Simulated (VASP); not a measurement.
Write the native input for VASP 6.6.1 that does the following.

```
Task                   : relaxation of cell and atoms
Functional             : PBE
Potentials or basis    : VASP PAW PBE potentials, release 64 (Zn, S, O)
Cutoff                 : 600 eV
k mesh                 : 12 × 12 × 4
Occupations            : gaussian, width 0.1 eV
Spin                   : no spin polarisation
Dipole correction      : no
Further INCAR settings : ALGO = Normal; EDIFF = 1e-06; IBRION = 2; EDIFFG = -0.01; NSW = 100; ISIF = 3
```

The structure of Zn4SO3 lies in POSCAR:

```
Zn4SO3
1.0
    3.4235916353      0.0000000000      0.0000000000
   -1.7117958177      2.9649173284      0.0000000000
    0.0000000000      0.0000000000     11.0902183867
Zn S O
4 1 3
Direct
    0.3333333333      0.6666666667      0.0318651837
    0.3333333333      0.6666666667      0.4917296239
    0.6666666667      0.3333333333      0.2618345312
    0.6666666667      0.3333333333      0.7234256608
    0.6666666667      0.3333333333      0.9358097423
    0.3333333333      0.6666666667      0.2114639450
    0.3333333333      0.6666666667      0.6720022047
    0.6666666667      0.3333333333      0.4418691084
```

These files were run (other wordings do the same):

INCAR

```
PREC = Accurate
ENCUT = 600
EDIFF = 1E-6
ISMEAR = 0
SIGMA = 0.1
LREAL = F
LASPH = T
NELM = 60
ALGO = Normal
ISIF = 3
LWAVE = F
LCHARG = F
GGA = PE
IBRION = 2
NSW = 100
EDIFFG = -0.01
```

KPOINTS

```
Automatic mesh
0
Gamma
  12 12 4
```

Potentials or basis: VASP PAW PBE potentials, release 64 (Zn, S, O).

The run is started by

```console
$ cat potpaw_PBE.64/Zn/POTCAR potpaw_PBE.64/S/POTCAR potpaw_PBE.64/O/POTCAR > POTCAR
$ mpirun -np 1 vasp_std > vasp.out
```

Results of the run:

| Quantity | Value |
| --- | --- |
| Relaxed volume | 14.15 Å³/atom |
| Relaxed cell | a = 3.429 Å, b = 3.429 Å, c = 11.120 Å, α = 90.00°, β = 90.00°, γ = 120.00° |
| Space group after relaxing (to 0.1 Å) | P3m1 (No. 156) |
| Energy gained by relaxing | 0.2 meV/atom |
| Ionic steps | 9 |
| Pressure after relaxing | 0.0 GPa |
| Largest force after relaxing | 0.006 eV/Å |
| Band gap on the k mesh | zero (bands 36 and 37 overlap by 0.11 eV) |

Caveat: semilocal functionals underestimate gaps, and a narrow one can read as zero.

Wall time 33 min on 1 thread of Intel Xeon 8259CL (shared host), peak memory 0.48 GiB.
